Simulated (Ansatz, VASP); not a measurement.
One calculation of Ga, two programs

```
CELL_PARAMETERS angstrom
2.26150 -3.83050 0.00000
2.26150 3.83050 0.00000
0.00000 0.00000 4.52400
ATOMIC_POSITIONS crystal
Ga 0.84510 0.15490 0.08100
Ga 0.65490 0.34510 0.58100
Ga 0.15490 0.84510 0.91900
Ga 0.34510 0.65490 0.41900
```

Alike in both runs: task electric field gradients; functional PBE; k mesh 9 × 9 × 7; occupations fermi-dirac, width 0.05 eV; no spin polarisation.

|  | VASP | Ansatz |
| --- | --- | --- |
| version | VASP 6.6.1 | Ansatz 0.2.0 |
| potentials or method | VASP PAW PBE potentials, release 64 (Ga_d) | plane-wave PAW, scalar-relativistic |
| plane-wave cutoff (eV) | 520 | 420 |
| valence electrons in the cell | 52 | 52 |

|  | VASP | Ansatz | Ansatz less VASP |
| --- | --- | --- | --- |
| pressure (GPa) | 2.0 | 1.9 | -0.14 |
| traceless stress, the component that is largest in VASP (GPa) | -0.44 | -0.44 | +0.006 |
| rms of the force components (eV/Å) | 0.059 | 0.061 | +0.0017 |
| size of Vzz on the site where it differs most (V/Å²) | 44.5 | 47.2 | +2.72 |

Atom by atom the forces differ by 0.002 eV/Å (rms over components).
